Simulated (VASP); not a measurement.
# La (P6/mmm) in VASP: a series of runs, part 2 of 2

VASP 6.6.1.

### 3 Single point, r2SCAN (38.94 Å³/atom)

This run uses another cell than the first one, of 38.94 Å³/atom.

Input file POSCAR:

```
La
1.0
    6.0582866067      0.0000000000      0.0000000000
   -3.0291433033      5.2466301048      0.0000000000
    0.0000000000      0.0000000000      3.6753624699
La
3
Direct
    1.0000000000      1.0000000000      0.0000000000
    0.3333333333      0.6666666667      0.5000000000
    0.6666666667      0.3333333333      0.5000000000
```

Input file INCAR.step1:

```
ALGO = Normal
EDIFF = 1E-5
ENCUT = 550
GGA = PE
GGA_COMPAT = False
ISMEAR = -1
LASPH = True
LCHARG = False
LMAXMIX = 6
LREAL = False
LWAVE = True
NBANDS = 24
NELM = 200
PREC = Accurate
SIGMA = 0.1
```

Input file INCAR.step2:

```
ALGO = Normal
EDIFF = 1E-6
ENCUT = 550
GGA_COMPAT = False
ISIF = 2
ISMEAR = -1
ISTART = 1
LASPH = True
LCHARG = False
LMAXMIX = 6
LMIXTAU = True
LREAL = False
LWAVE = False
METAGGA = R2SCAN
NBANDS = 24
NELM = 200
PREC = Accurate
SIGMA = 0.1
```

Input file KPOINTS:

```
k-points
0
Gamma
  7 7 10
```

Potentials or basis: VASP PAW PBE potentials, release 64 (La).

Started as:

```console
$ cat potpaw_PBE.64/La/POTCAR > POTCAR
$ cp INCAR.step1 INCAR
$ mpirun -np 1 vasp_std > vasp.out
$ cp INCAR.step2 INCAR
$ mpirun -np 1 vasp_std > vasp.out
```

OUTCAR:

```text
EDIFF = 1E-6
   ENCUT = 550
   ISIF = 2
   ISMEAR = -1
   ISTART = 1
   LASPH = True
   LREAL = False
   METAGGA = R2SCAN
   NELM = 200
   PREC = Accurate

 ion  position               nearest neighbor table
   1  0.000  0.000  0.000-
   2  0.333  0.667  0.500-   3 3.50   3 3.50   3 3.50
   3  0.667  0.333  0.500-   2 3.50   2 3.50   2 3.50

  LATTYP: Found a hexagonal cell.
 ALAT       =     6.0582866067
 C/A-ratio  =     0.6066669850

  Lattice vectors:

 A1 = (   6.0582866067,   0.0000000000,   0.0000000000)
 A2 = (  -3.0291433033,   5.2466301048,   0.0000000000)
 A3 = (   0.0000000000,   0.0000000000,   3.6753624699)

Analysis of symmetry for initial positions (statically):
=====================================================================
 Subroutine PRICEL returns:
 Original cell was already a primitive cell.

 Routine SETGRP: Setting up the symmetry group for a
 hexagonal supercell.

 Subroutine GETGRP returns: Found 24 space group operations
 (whereof 24 operations were pure point group operations)
 out of a pool of 24 trial point group operations.

The static configuration has the point symmetry D_6h.

Analysis of symmetry for dynamics (positions and initial velocities):
=====================================================================
 Subroutine PRICEL returns:
 Original cell was already a primitive cell.

 Routine SETGRP: Setting up the symmetry group for a
 hexagonal supercell.

 Subroutine GETGRP returns: Found 24 space group operations
 (whereof 24 operations were pure point group operations)
 out of a pool of 24 trial point group operations.

The dynamic configuration has the point symmetry D_6h.

 Subroutine INISYM returns: Found 24 space group operations
 (whereof 24 operations are pure point group operations),
 and found     1 'primitive' translations

----------------------------------------------------------------------------------------

                                     Primitive cell

  volume of cell :     116.8236

  direct lattice vectors                    reciprocal lattice vectors
     6.058286607  0.000000000  0.000000000     0.165063171  0.095299266  0.000000000
    -3.029143303  5.246630105  0.000000000     0.000000000  0.190598533  0.000000000
     0.000000000  0.000000000  3.675362470     0.000000000  0.000000000  0.272082008

  length of vectors
     6.058286607  6.058286607  3.675362470     0.190598533  0.190598533  0.272082008

  position of ions in fractional coordinates (direct lattice)
     0.000000000  0.000000000  0.000000000
     0.333333333  0.666666667  0.500000000
     0.666666667  0.333333333  0.500000000

  ion indices of the primitive-cell ions
   primitive index   ion index
                 1           1
                 2           2
                 3           3

----------------------------------------------------------------------------------------

 KPOINTS: k-points

Automatic generation of k-mesh.
 Grid dimensions read from file:
 generate k-points for:    7    7   10

 Generating k-lattice:

  Cartesian coordinates                     Fractional coordinates (reciprocal lattice)
     0.023580453  0.013614181  0.000000000     0.142857143  0.000000000  0.000000000
     0.000000000  0.027228362  0.000000000     0.000000000  0.142857143  0.000000000
     0.000000000  0.000000000  0.027208201     0.000000000  0.000000000  0.100000000

  Length of vectors
     0.027228362  0.027228362  0.027208201

  Shift w.r.t. Gamma in fractional coordinates (k-lattice)
     0.000000000  0.000000000  0.000000000

 Subroutine IBZKPT returns following result:
 ===========================================

 Found     48 irreducible k-points:

 Following reciprocal coordinates:
            Coordinates               Weight
  0.000000  0.000000  0.000000      1.000000
  0.142857 -0.000000  0.000000      6.000000
  0.285714 -0.000000  0.000000      6.000000
  0.428571  0.000000  0.000000      6.000000
  0.142857  0.142857  0.000000      6.000000
  0.285714  0.142857  0.000000     12.000000
[... 16 lines left out ...]
  0.428571  0.142857  0.200000     12.000000
  0.285714  0.285714  0.200000     12.000000
 [... further k-points ...]
   k-points           NKPTS =     48   k-points in BZ     NKDIM =     48   number of bands    NBANDS=     24
   number of dos      NEDOS =    301   number of ions     NIONS =      3
   total plane-waves  NPLWV =  64512
   dimension x,y,z NGX =    48 NGY =   48 NGZ =   28
   dimension x,y,z NGXF=    96 NGYF=   96 NGZF=   56
   ions per type =               3
   NGX,Y,Z   is equivalent  to a cutoff of  13.17, 13.17, 12.67 a.u.
   NGXF,Y,Z  is equivalent  to a cutoff of  26.34, 26.34, 25.33 a.u.
 SYSTEM =  unknown system
   PREC   = accura    normal or accurate (medium, high low for compatibility)
   ISTART =      1    job   : 0-new  1-cont  2-samecut
   ICHARG =      0    charge: 1-file 2-atom 10-const
   ISPIN  =      1    spin polarized calculation?
   LNONCOLLINEAR =      F non collinear calculations
   LSORBIT =      F    spin-orbit coupling
   LASPH  =      T    aspherical Exc in radial PAW
   ENCUT  =  550.0 eV  40.42 Ry    6.36 a.u.  11.58 11.58  7.03*2*pi/ulx,y,z
   NELM   =    200;   NELMIN=  2; NELMDL=  0     # of ELM steps
   EDIFF  = 0.1E-05   stopping-criterion for ELM
   LREAL  =      F    real-space projection
   EDIFFG = 0.1E-04   stopping-criterion for IOM
   NSW    =      0    number of steps for IOM
   IBRION =     -1    ionic relax: 0-MD 1-quasi-New 2-CG
   NFREE  =      0    steps in history (QN), initial steepest desc. (CG)
   ISIF   =      2    stress and relaxation
   ISYM   =      2    0-nonsym 1-usesym 2-fastsym
   POTIM  = 0.5000    time-step for ionic-motion
   TEBEG  =    0.0;   TEEND  =   0.0 temperature during run
   PSTRESS=    0.0 pullay stress
   NELECT =      33.0000    total number of electrons
   NUPDOWN=      -1.0000    fix difference up-down
   EMIN   =  10.00;   EMAX   =-10.00  energy-range for DOS
   EFERMI =   0.00;   METHOD = LEGACY
   ISMEAR =    -1;   SIGMA  =   0.10  broadening in eV -4-tet -1-fermi 0-gaus
   EFERMI_NEDOS =   21; number of points for ismear=-14 and -15
   IALGO  =     38    algorithm
   IMIX   =      4    mixing-type and parameters
     AMIX     =   0.40;   BMIX     =  1.00
     AMIX_MAG =   1.60;   BMIX_MAG =  1.00
  volume/ion in A,a.u.               =      38.94       262.79
  Fermi-wavevector in a.u.,A,eV,Ry     =   1.074161  2.029870 15.698696  1.153822
  Thomas-Fermi vector in A             =   2.209981
   LORBIT       =      0    0 simple, 1 ext, 2 COOP (PROOUT), +10 PAW based schemes
   METAGGA = R2SCAN    functional components
   LHFCALC =     F    Hartree Fock is set to
   AEXX    =    0.0000 exact exchange contribution
   IVDW    =     0    specifies the selected vdW correction
   LEPSILON=     F    determine dielectric tensor
   LRPA    =     F    only Hartree local field effects (RPA)
 non-spin polarized calculation
  energy-cutoff  :      550.00
  volume of cell :      116.82
 maximum number of plane-waves:      3444
 NGX is ok and might be reduce to    48
   NGX = 23   NGY = 23   NGZ = 15

 number of electron      32.9999998 magnetization

 Free energy of the ion-electron system (eV)
  ---------------------------------------------------
  ext. energy  EPLUGINS =         0.00000000
  ---------------------------------------------------
  free energy    TOTEN  =       -89.24749213 eV

  energy without entropy =      -89.09914351  energy(sigma->0) =      -89.17331782

 E-fermi :   7.4722     XC(G=0): -10.0080

 val. band max:        7.4514189245   @ k =   0.4286   0.1429   0.3000
 cond. band min:       7.4799335883   @ k =   0.1429  -0.0000   0.5000
 fundamental gap:      0.0285146638
 Fermi energy:         7.4722273840

 k-point     1 :       0.0000    0.0000    0.0000
  band No.  band energies     occupation
      1     -26.6879      2.00000
      2     -26.4580      2.00000
      3     -26.4359      2.00000
      4     -10.2981      2.00000
      5     -10.2981      2.00000
      6      -9.9929      2.00000
[... 16 lines left out ...]
     23       9.2864      0.00000
     24       9.4970      0.00000
[... 598 lines left out ...]
      2     -26.4985      2.00000
      3     -26.4606      2.00000
      4     -10.4207      2.00000
      5     -10.1485      2.00000
      6     -10.0013      2.00000
[... 16 lines left out ...]
     23       8.9749      0.00000
     24       9.4381      0.00000

 [... further k-points ...]

------------------------ aborting loop because EDIFF is reached ----------------------------------------

  FORCE on cell =-STRESS in cart. coord.  units (eV):
  Direction    XX          YY          ZZ          XY          YZ          ZX
  --------------------------------------------------------------------------------------
  -------------------------------------------------------------------------------------
  Total       -0.7227737     -0.7227737     -0.5087151     -0.0000000      0.0000000     -0.0000000
  in kB       -9.9124830     -9.9124830     -6.9767754     -0.0000000      0.0000000     -0.0000000
  external PRESSURE =      -8.9339138 kB  Pullay stress =       0.0000000 kB

 VOLUME and BASIS-vectors are now :
 -----------------------------------------------------------------------------
  energy-cutoff  :      550.00
  volume of cell :      116.82
      direct lattice vectors                 reciprocal lattice vectors
     6.058286607  0.000000000  0.000000000     0.165063171  0.095299266  0.000000000
    -3.029143303  5.246630105  0.000000000     0.000000000  0.190598533  0.000000000
     0.000000000  0.000000000  3.675362470     0.000000000  0.000000000  0.272082008

 POSITION                                       TOTAL-FORCE (eV/Angst)
 -----------------------------------------------------------------------------------
      0.00000      0.00000      0.00000         0.000000     -0.000000      0.000000
     -0.00000      3.49775      1.83768        -0.000000     -0.000000     -0.000000
      3.02914      1.74888      1.83768         0.000000      0.000000      0.000000
 -----------------------------------------------------------------------------------
    total drift:                               -0.000000     -0.000000     -0.000000

  FREE ENERGIE OF THE ION-ELECTRON SYSTEM (eV)
  ---------------------------------------------------
  free  energy   TOTEN  =       -89.2474921286 eV

  energy  without entropy=      -89.0991435118  energy(sigma->0) =      -89.17331782
```

Wall time 8 min (1 thread of AMD EPYC 9R45 (Zen 5), shared host); peak memory 0.32 GiB.

What came out:

| Item | Value |
| --- | --- |
| Free energy | -89.2475 eV |
| Pressure | -0.9 GPa |
| Band gap on the k mesh | zero (an odd number of electrons rules out a gap without spin polarisation) |

Stress tensor (GPa, compression positive):
```
-0.99  0.00  0.00
 0.00 -0.99  0.00
 0.00  0.00 -0.70
```

Levels at points of the mesh, in eV from the Fermi level:
```csv
k point,band 14,band 15,band 16,band 17,band 18,band 19,band 20,band 21
"(0.00, 0.00, 0.00)",-1.30,0.47,0.47,0.52,0.52,0.52,1.24,1.71
"(0.00, 0.00, 0.50)",-1.64,-0.96,-0.96,-0.52,0.15,1.23,1.23,1.93
```

Caveat: the PAW data sets were made with another functional, which shifts forces and pressure a little; spin-orbit coupling is left out, which moves the levels of the heavy elements.

### 4 Single point, r2SCAN (40.44 Å³/atom)

This run uses another cell than the first one, of 40.44 Å³/atom.

Input file POSCAR:

```
La
1.0
    6.1349819208      0.0000000000      0.0000000000
   -3.0674909604      5.3130501952      0.0000000000
    0.0000000000      0.0000000000      3.7218909849
La
3
Direct
    1.0000000000      1.0000000000      0.0000000000
    0.3333333333      0.6666666667      0.5000000000
    0.6666666667      0.3333333333      0.5000000000
```

Input file INCAR.step1:

```
SYSTEM = La
ALGO = Normal
EDIFF = 1E-5
ENCUT = 550
GGA = PE
GGA_COMPAT = .False.
ISMEAR = -1
LASPH = .True.
LCHARG = .False.
LMAXMIX = 6
LREAL = .False.
LWAVE = .True.
NBANDS = 24
NELM = 200
PREC = Accurate
SIGMA = 0.1
```

Input file INCAR.step2:

```
SYSTEM = La
ALGO = Normal
EDIFF = 1E-6
ENCUT = 550
GGA_COMPAT = .False.
ISIF = 2
ISMEAR = -1
ISTART = 1
LASPH = .True.
LCHARG = .True.
LELF = .True.
LMAXMIX = 6
LMIXTAU = .True.
LREAL = .False.
LVHAR = .True.
LWAVE = .False.
METAGGA = R2SCAN
NBANDS = 24
NELM = 200
PREC = Accurate
SIGMA = 0.1
```

Input file KPOINTS:

```
k-points
0
Gamma
  7 7 10
  0 0 0
```

Potentials or basis: VASP PAW PBE potentials, release 64 (La).

Started as:

```console
$ cat potpaw_PBE.64/La/POTCAR > POTCAR
$ cp INCAR.step1 INCAR
$ mpirun -np 1 vasp_std > vasp.out
$ cp INCAR.step2 INCAR
$ mpirun -np 1 vasp_std > vasp.out
```

OUTCAR:

```text
SYSTEM = La
   EDIFF = 1E-6
   ENCUT = 550
   ISIF = 2
   ISMEAR = -1
   ISTART = 1
   LASPH = .True.
   LREAL = .False.
   METAGGA = R2SCAN
   NELM = 200
   PREC = Accurate

 ion  position               nearest neighbor table
   1  0.000  0.000  0.000-
   2  0.333  0.667  0.500-   3 3.54   3 3.54   3 3.54
   3  0.667  0.333  0.500-   2 3.54   2 3.54   2 3.54

  LATTYP: Found a hexagonal cell.
 ALAT       =     6.1349819208
 C/A-ratio  =     0.6066669850

  Lattice vectors:

[... 838 lines left out ...]

  FORCE on cell =-STRESS in cart. coord.  units (eV):
  Direction    XX          YY          ZZ          XY          YZ          ZX
  --------------------------------------------------------------------------------------
  -------------------------------------------------------------------------------------
  Total       -1.3928419     -1.3928419     -1.1255083      0.0000000      0.0000000      0.0000000
  in kB      -18.3946511    -18.3946511    -14.8640938      0.0000000      0.0000000      0.0000000
  external PRESSURE =     -17.2177987 kB  Pullay stress =       0.0000000 kB

 VOLUME and BASIS-vectors are now :
 -----------------------------------------------------------------------------
  energy-cutoff  :      550.00
  volume of cell :      121.32
      direct lattice vectors                 reciprocal lattice vectors
     6.134981921  0.000000000  0.000000000     0.162999665  0.094107901  0.000000000
    -3.067490960  5.313050195  0.000000000     0.000000000  0.188215801  0.000000000
     0.000000000  0.000000000  3.721890985     0.000000000  0.000000000  0.268680626

 POSITION                                       TOTAL-FORCE (eV/Angst)
 -----------------------------------------------------------------------------------
      0.00000      0.00000      0.00000        -0.000000      0.000000      0.000000
     -0.00000      3.54203      1.86095         0.000000     -0.000000      0.000000
      3.06749      1.77102      1.86095        -0.000000      0.000000      0.000000
 -----------------------------------------------------------------------------------
    total drift:                                0.000000      0.000000     -0.000000

  FREE ENERGIE OF THE ION-ELECTRON SYSTEM (eV)
  ---------------------------------------------------
  free  energy   TOTEN  =       -89.2108655565 eV

  energy  without entropy=      -89.0551198904  energy(sigma->0) =      -89.13299272
```

Run time: 10 min. Hardware: 1 thread of AMD EPYC 9R45 (Zen 5), shared host; peak memory 0.32 GiB.

Results:

| Quantity | Value |
| --- | --- |
| Free energy | -89.2109 eV |
| Pressure | -1.7 GPa |
| Band gap on the k mesh | zero (an odd number of electrons rules out a gap without spin polarisation) |

Stress tensor (GPa, compression positive):
```
-1.84  0.00  0.00
 0.00 -1.84  0.00
 0.00  0.00 -1.49
```

Caveat: the PAW data sets were made with another functional, which shifts forces and pressure a little; spin-orbit coupling is left out, which moves the levels of the heavy elements.

### 5 The runs side by side

```csv
spin,cell,cutoff (eV),smearing,gap on the mesh (eV),pressure (GPa)
collinear,"a = 5.905, b = 5.905, c = 3.551 Å, angles 90.0, 90.0, 120.0°, 3 atoms",520,fermi-dirac 0.05 eV,none,1.3
off,"a = 6.058, b = 6.058, c = 3.675 Å, angles 90.0, 90.0, 120.0°, 3 atoms",550,fermi-dirac 0.1 eV,none,-0.9
off,"a = 6.135, b = 6.135, c = 3.722 Å, angles 90.0, 90.0, 120.0°, 3 atoms",550,fermi-dirac 0.1 eV,none,-1.7
```

Alike in all rows: task single point; level r2SCAN; potentials or basis VASP PAW PBE potentials, release 64 (La); k mesh 7 × 7 × 10.

Caveats: the PAW data sets were made with another functional, which shifts forces and pressure a little; spin-orbit coupling is left out, which moves the levels of the heavy elements.

Total energies depend on the potentials used, so only differences within one code and one set of settings carry meaning.

The gap in the log of VASP goes by the Fermi energy; the results here count the filled bands.